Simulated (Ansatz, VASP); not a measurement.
# One calculation of SnSe, two programs

```
CELL_PARAMETERS angstrom
0.00000 2.99495 3.01000
3.01000 0.00000 3.01000
3.01000 2.99495 0.00000
ATOMIC_POSITIONS crystal
Sn 0.00000 0.00000 0.00000
Se 0.50000 0.50000 0.50000
```

Change from the starting cell: strain -0.0050 x Voigt [0, 1, 0, 0, 0, 0], atoms carried along.

Alike in both runs: task single point; functional r2SCAN; k mesh 10 × 10 × 10; occupations gaussian, width 0.05 eV; no spin polarisation.

|  | VASP | Ansatz |
| --- | --- | --- |
| version | VASP 6.6.1 | Ansatz 0.2.0 |
| potentials or method | VASP PAW PBE potentials, release 64 (Sn_d, Se), cutoff 520 eV | scalar-relativistic, plane waves, PAW |
| valence electrons in the cell | 20 | 30 |

|  | VASP | Ansatz | Ansatz less VASP |
| --- | --- | --- | --- |
| gap on the k mesh at the Fermi level (eV) | 0.48 | 0.48 | 0.000 |
| least direct gap on the mesh (eV) | 0.48 | 0.48 | 0.000 |
| pressure (GPa) | 0.2 | 0.2 | 0.00 |
| traceless stress, the component that is largest in VASP (GPa) | 0.42 | 0.42 | -0.001 |

VASP's potentials were made for PBE, not for r2SCAN. VASP's potentials hold 20 valence electrons a cell and Ansatz's 30, so a difference there can come from the potentials and not from the codes.
